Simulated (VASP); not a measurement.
The system is GaSb.

```
Ga Sb
1.0
     0.00000    3.06588    3.06588
     3.06588    0.00000    3.06588
     3.06588    3.06588    0.00000
Ga Sb
1 1
Direct
  0.00000 0.00000 0.00000
  0.25000 0.25000 0.25000
```

Base run:

```yaml
Program: VASP 6.6.1
Functional: r2SCAN
Dispersion: D4
Potentials_or_basis: VASP PAW PBE potentials, release 64 (Ga_d, Sb_d_GW)
Cutoff: 550 eV
k_mesh: 6 × 6 × 6
Occupations: fermi-dirac, width 0.02 eV
Spin: no spin polarisation
```

Its results: band gap on the k mesh 0.40 eV; pressure -0.7 GPa.

Task: The run is repeated on the same cell with these changes: dispersion from D4 to none. What comes out?

Result: Band gap on the k mesh 0.40 eV; pressure 0.0 GPa.

Dispersion adds attraction, which lowers the pressure at fixed volume and, as a term added to the energy, leaves the levels alone.

Caveats: semilocal functionals underestimate gaps, and a narrow one can read as zero; the PAW data sets were made with another functional, which shifts forces and pressure a little; spin-orbit coupling is left out, which moves the levels of the heavy elements.

A k mesh can miss the band edges.
